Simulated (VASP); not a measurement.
# Zn (P6_3/mmc) in VASP: notebook, part 3 of 3

VASP 6.6.1.

## (6) Single point, r2SCAN

This run uses another cell than the first one, of the same volume but with other edges.

Contents of POSCAR:

```
Zn
1.0
    2.6033327087      0.0000000000      0.0000000000
   -1.3016663544      2.2545522603      0.0000000000
    0.0000000000      0.0000000000      5.0560848533
Zn
2
Direct
    0.3333333333      0.6666666667      0.7500000000
    0.6666666667      0.3333333333      0.2500000000
```

Contents of INCAR.step1:

```
PREC     = Accurate       # precision mode
ENCUT    = 520            # plane-wave cutoff, eV
ISMEAR   = 0              # smearing method
SIGMA    = 0.05           # smearing width, eV
LREAL    = False          # projectors in reciprocal space
LASPH    = True           # aspherical terms in the spheres
NELM     = 60             # most SCF steps
NBANDS   = 19             # bands
GGA      = PE             # functional
ALGO     = Normal         # electronic algorithm
EDIFF    = 1E-4           # SCF threshold, eV
LWAVE    = True           # write WAVECAR
LCHARG   = False          # write CHGCAR
```

Contents of INCAR.step2:

```
PREC     = Accurate       # precision mode
ENCUT    = 520            # plane-wave cutoff, eV
EDIFF    = 1E-6           # SCF threshold, eV
ISMEAR   = 0              # smearing method
SIGMA    = 0.05           # smearing width, eV
LREAL    = False          # projectors in reciprocal space
LASPH    = True           # aspherical terms in the spheres
NELM     = 60             # most SCF steps
ALGO     = Normal         # electronic algorithm
ISIF     = 2              # what is computed and relaxed
LWAVE    = False          # write WAVECAR
LCHARG   = True           # write CHGCAR
METAGGA  = R2SCAN         # meta-GGA
LMIXTAU  = True         
LELF     = True           # ELF
LVHAR    = True         
NBANDS   = 19             # bands
ISTART   = 1
```

Contents of KPOINTS:

```
regular mesh
0
Gamma
  18 18 10
```

Potentials or basis: VASP PAW PBE potentials, release 64 (Zn).

The run is started by

```
$ cat potpaw_PBE.64/Zn/POTCAR > POTCAR
$ cp INCAR.step1 INCAR
$ mpirun -np 1 vasp_std > vasp.out
$ cp INCAR.step2 INCAR
$ mpirun -np 1 vasp_std > vasp.out
```

OUTCAR:

```text
PREC = Accurate
   ENCUT = 520
   EDIFF = 1E-6
   ISMEAR = 0
   LREAL = False
   LASPH = True
   NELM = 60
   ISIF = 2
   METAGGA = R2SCAN
   ISTART = 1

 ion  position               nearest neighbor table
   1  0.333  0.667  0.750-   2 2.94   2 2.94   2 2.94   2 2.94   2 2.94   2 2.94
   2  0.667  0.333  0.250-   1 2.94   1 2.94   1 2.94   1 2.94   1 2.94   1 2.94

  LATTYP: Found a hexagonal cell.
 ALAT       =     2.6033327087
 C/A-ratio  =     1.9421585402

  Lattice vectors:

 A1 = (   2.6033327087,   0.0000000000,   0.0000000000)
 A2 = (  -1.3016663544,   2.2545522603,   0.0000000000)
 A3 = (   0.0000000000,   0.0000000000,   5.0560848533)

Analysis of symmetry for initial positions (statically):
=====================================================================
 Subroutine PRICEL returns:
 Original cell was already a primitive cell.

 Routine SETGRP: Setting up the symmetry group for a
 hexagonal supercell.

 Subroutine GETGRP returns: Found 24 space group operations
 (whereof 12 operations were pure point group operations)
 out of a pool of 24 trial point group operations.

The static configuration has the point symmetry D_3d.
 The point group associated with its full space group is D_6h.

Analysis of symmetry for dynamics (positions and initial velocities):
=====================================================================
 Subroutine PRICEL returns:
 Original cell was already a primitive cell.

 Routine SETGRP: Setting up the symmetry group for a
 hexagonal supercell.

 Subroutine GETGRP returns: Found 24 space group operations
 (whereof 12 operations were pure point group operations)
 out of a pool of 24 trial point group operations.

The dynamic configuration has the point symmetry D_3d.
 The point group associated with its full space group is D_6h.

 Subroutine INISYM returns: Found 24 space group operations
 (whereof 12 operations are pure point group operations),
 and found     1 'primitive' translations

----------------------------------------------------------------------------------------

                                     Primitive cell

  volume of cell :      29.6759

  direct lattice vectors                    reciprocal lattice vectors
     2.603332709  0.000000000  0.000000000     0.384123011  0.221773524  0.000000000
    -1.301666354  2.254552260  0.000000000     0.000000000  0.443547048  0.000000000
     0.000000000  0.000000000  5.056084853     0.000000000  0.000000000  0.197781491

  length of vectors
     2.603332709  2.603332709  5.056084853     0.443547048  0.443547048  0.197781491

  position of ions in fractional coordinates (direct lattice)
     0.333333333  0.666666667  0.750000000
     0.666666667  0.333333333  0.250000000

  ion indices of the primitive-cell ions
   primitive index   ion index
                 1           1
                 2           2

----------------------------------------------------------------------------------------

 KPOINTS: regular mesh

Automatic generation of k-mesh.
 Grid dimensions read from file:
 generate k-points for:   18   18   10

 Generating k-lattice:

  Cartesian coordinates                     Fractional coordinates (reciprocal lattice)
     0.021340167  0.012320751  0.000000000     0.055555556  0.000000000  0.000000000
     0.000000000  0.024641503  0.000000000     0.000000000  0.055555556  0.000000000
     0.000000000  0.000000000  0.019778149     0.000000000  0.000000000  0.100000000

  Length of vectors
     0.024641503  0.024641503  0.019778149

  Shift w.r.t. Gamma in fractional coordinates (k-lattice)
     0.000000000  0.000000000  0.000000000

 Subroutine IBZKPT returns following result:
 ===========================================

 Found    222 irreducible k-points:

 Following reciprocal coordinates:
            Coordinates               Weight
  0.000000  0.000000  0.000000      1.000000
  0.055556  0.000000  0.000000      6.000000
  0.111111  0.000000  0.000000      6.000000
  0.166667  0.000000  0.000000      6.000000
  0.222222  0.000000  0.000000      6.000000
  0.277778 -0.000000  0.000000      6.000000
[... 16 lines left out ...]
  0.333333  0.111111  0.000000     12.000000
  0.388889  0.111111  0.000000     12.000000
 [... further k-points ...]
   k-points           NKPTS =    222   k-points in BZ     NKDIM =    222   number of bands    NBANDS=     19
   number of dos      NEDOS =    301   number of ions     NIONS =      2
   total plane-waves  NPLWV =  16000
   dimension x,y,z NGX =    20 NGY =   20 NGZ =   40
   dimension x,y,z NGXF=    40 NGYF=   40 NGZF=   80
   ions per type =               2
   NGX,Y,Z   is equivalent  to a cutoff of  12.77, 12.77, 13.15 a.u.
   NGXF,Y,Z  is equivalent  to a cutoff of  25.54, 25.54, 26.30 a.u.
 SYSTEM =  unknown system
   PREC   = accura    normal or accurate (medium, high low for compatibility)
   ISTART =      1    job   : 0-new  1-cont  2-samecut
   ICHARG =      0    charge: 1-file 2-atom 10-const
   ISPIN  =      1    spin polarized calculation?
   LNONCOLLINEAR =      F non collinear calculations
   LSORBIT =      F    spin-orbit coupling
   LASPH  =      T    aspherical Exc in radial PAW
   ENCUT  =  520.0 eV  38.22 Ry    6.18 a.u.   4.84  4.84  9.40*2*pi/ulx,y,z
   NELM   =     60;   NELMIN=  2; NELMDL=  0     # of ELM steps
   EDIFF  = 0.1E-05   stopping-criterion for ELM
   LREAL  =      F    real-space projection
   EDIFFG = 0.1E-04   stopping-criterion for IOM
   NSW    =      0    number of steps for IOM
   IBRION =     -1    ionic relax: 0-MD 1-quasi-New 2-CG
   NFREE  =      0    steps in history (QN), initial steepest desc. (CG)
   ISIF   =      2    stress and relaxation
   ISYM   =      2    0-nonsym 1-usesym 2-fastsym
   POTIM  = 0.5000    time-step for ionic-motion
   TEBEG  =    0.0;   TEEND  =   0.0 temperature during run
   PSTRESS=    0.0 pullay stress
   NELECT =      24.0000    total number of electrons
   NUPDOWN=      -1.0000    fix difference up-down
   EMIN   =  10.00;   EMAX   =-10.00  energy-range for DOS
   EFERMI =   0.00;   METHOD = LEGACY
   ISMEAR =     0;   SIGMA  =   0.05  broadening in eV -4-tet -1-fermi 0-gaus
   EFERMI_NEDOS =   21; number of points for ismear=-14 and -15
   IALGO  =     38    algorithm
   IMIX   =      4    mixing-type and parameters
     AMIX     =   0.40;   BMIX     =  1.00
     AMIX_MAG =   1.60;   BMIX_MAG =  1.00
  volume/ion in A,a.u.               =      14.84       100.13
  Fermi-wavevector in a.u.,A,eV,Ry     =   1.525260  2.882323 31.652828  2.326417
  Thomas-Fermi vector in A             =   2.633454
   LORBIT       =      0    0 simple, 1 ext, 2 COOP (PROOUT), +10 PAW based schemes
   METAGGA = R2SCAN    functional components
   LHFCALC =     F    Hartree Fock is set to
   AEXX    =    0.0000 exact exchange contribution
   IVDW    =     0    specifies the selected vdW correction
   LEPSILON=     F    determine dielectric tensor
   LRPA    =     F    only Hartree local field effects (RPA)
 non-spin polarized calculation
 Gauss-broadening in eV      SIGMA  =   0.05
  energy-cutoff  :      520.00
  volume of cell :       29.68
 maximum number of plane-waves:       831
 NGX is ok and might be reduce to    20

 number of electron      24.0000022 magnetization

 Free energy of the ion-electron system (eV)
  ---------------------------------------------------
  ext. energy  EPLUGINS =         0.00000000
  ---------------------------------------------------
  free energy    TOTEN  =       -17.80441887 eV

  energy without entropy =      -17.80408198  energy(sigma->0) =      -17.80425043

 E-fermi :   3.0786     XC(G=0): -12.7518

 val. band max:        3.0742832864   @ k =   0.2778   0.1667   0.0000
 cond. band min:       3.1287241922   @ k =   0.2778   0.2778   0.3000
 fundamental gap:      0.0544409058
 Fermi energy:         3.0785529369

 k-point     1 :       0.0000    0.0000    0.0000
  band No.  band energies     occupation
      1      -7.9225      2.00000
      2      -6.0530      2.00000
      3      -5.2331      2.00000
      4      -4.9280      2.00000
      5      -4.9279      2.00000
      6      -4.8852      2.00000
[... 11 lines left out ...]
     18      24.1668      0.00000
     19      24.4308      0.00000
[... 485 lines left out ...]
 k-point    24 :       0.3889    0.1111    0.0000
  band No.  band energies     occupation
      1      -5.6494      2.00000
      2      -5.5536      2.00000
      3      -5.4099      2.00000
      4      -4.9705      2.00000
      5      -4.7621      2.00000
      6      -4.7533      2.00000
[... 11 lines left out ...]
     18      17.1696      0.00000
     19      18.6890      0.00000

 [... further k-points ...]

------------------------ aborting loop because EDIFF is reached ----------------------------------------

  FORCE on cell =-STRESS in cart. coord.  units (eV):
  Direction    XX          YY          ZZ          XY          YZ          ZX
  --------------------------------------------------------------------------------------
  -------------------------------------------------------------------------------------
  Total       -0.1306242     -0.1306242     -0.1979227      0.0000000     -0.0000000     -0.0000000
  in kB       -7.0522845     -7.0522845    -10.6856698      0.0000000     -0.0000000     -0.0000000
  external PRESSURE =      -8.2634130 kB  Pullay stress =       0.0000000 kB

 VOLUME and BASIS-vectors are now :
 -----------------------------------------------------------------------------
  energy-cutoff  :      520.00
  volume of cell :       29.68
      direct lattice vectors                 reciprocal lattice vectors
     2.603332709  0.000000000  0.000000000     0.384123011  0.221773524  0.000000000
    -1.301666354  2.254552260  0.000000000     0.000000000  0.443547048  0.000000000
     0.000000000  0.000000000  5.056084853     0.000000000  0.000000000  0.197781491

 POSITION                                       TOTAL-FORCE (eV/Angst)
 -----------------------------------------------------------------------------------
     -0.00000      1.50303      3.79206         0.000000      0.000000      0.000000
      1.30167      0.75152      1.26402        -0.000000      0.000000     -0.000000
 -----------------------------------------------------------------------------------
    total drift:                                0.000000     -0.000000      0.000000

  FREE ENERGIE OF THE ION-ELECTRON SYSTEM (eV)
  ---------------------------------------------------
  free  energy   TOTEN  =       -17.8044188741 eV

  energy  without entropy=      -17.8040819794  energy(sigma->0) =      -17.80425043
```

Wall time 9.9 min (1 thread of Intel Xeon 8259CL, shared host); peak memory 0.23 GiB.

Results:

```
Free energy            : -17.8044 eV
Pressure               : -0.8 GPa
Band gap on the k mesh : zero (band 12 reaches 4.94 eV, above the bottom of band 13 at -0.50 eV)
```

Caveat: the PAW data sets were made with another functional, which shifts forces and pressure a little.

## (7) The runs side by side

```tsv
level	cell	k mesh	gap on the mesh (eV)	pressure (GPa)
PBE	a = 2.742, b = 2.742, c = 4.559 Å, angles 90.0, 90.0, 120.0°, 2 atoms	8 × 8 × 4	none	0.4
r2SCAN	a = 2.595, b = 2.595, c = 4.986 Å, angles 90.0, 90.0, 120.0°, 2 atoms	18 × 18 × 10	none	0.5
r2SCAN	a = 2.600, b = 2.600, c = 5.024 Å, angles 90.0, 90.0, 120.0°, 2 atoms	18 × 18 × 10	none	-0.2
r2SCAN	a = 2.603, b = 2.603, c = 5.056 Å, angles 90.0, 90.0, 120.0°, 2 atoms	18 × 18 × 10	none	-0.8
```

Alike in all rows: task single point; potentials or basis VASP PAW PBE potentials, release 64 (Zn); no spin polarisation; cutoff (eV) 520; smearing gaussian 0.05 eV.

Caveats: the PAW data sets were made with another functional, which shifts forces and pressure a little (some runs).

Total energies depend on the potentials used, so only differences within one code and one set of settings carry meaning.
